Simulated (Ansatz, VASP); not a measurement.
**One calculation of Ta3N, two programs**

```xyz
4
Lattice="2.0484 -2.0483 0.0000 2.0484 2.0483 0.0000 0.0000 0.0000 8.5857" Properties=species:S:1:pos:R:3 pbc="T T T"
Ta    2.0484    0.0000    7.2437
Ta    2.0484    0.0000    1.3420
Ta    2.0484    0.0000    4.2929
N     0.0000    0.0000    4.2929
```

Alike in both runs: functional PBE; k mesh 6 × 6 × 4; occupations gaussian, width 0.1 eV; no spin polarisation.

Ansatz relaxed the structure, and its values are those at the end. VASP's run is a single point on that final structure, the one shown.

|  | VASP | Ansatz |
| --- | --- | --- |
| version | VASP 6.6.1 | Ansatz 0.2.0 |
| potentials or method | VASP PAW PBE potentials, release 64 (Ta_pv, N), cutoff 520 eV | scalar-relativistic, plane waves, PAW |
| valence electrons in the cell | 38 | 44 |

|  | VASP | Ansatz | Ansatz less VASP |
| --- | --- | --- | --- |
| gap on the k mesh at the Fermi level (eV) | none | none | - |
| pressure (GPa) | 0.0 | -0.2 | -0.23 |
| rms of the force components (eV/Å) | 0.009 | 0.010 | +0.0010 |

A gap of «none» marks a metal or a gap that the smearing closes. VASP's potentials hold 38 valence electrons a cell and Ansatz's 44, so a difference there can come from the potentials and not from the codes.

The k mesh is coarse, so the values compare programs but aren't converged. Spin-orbit coupling is off throughout.
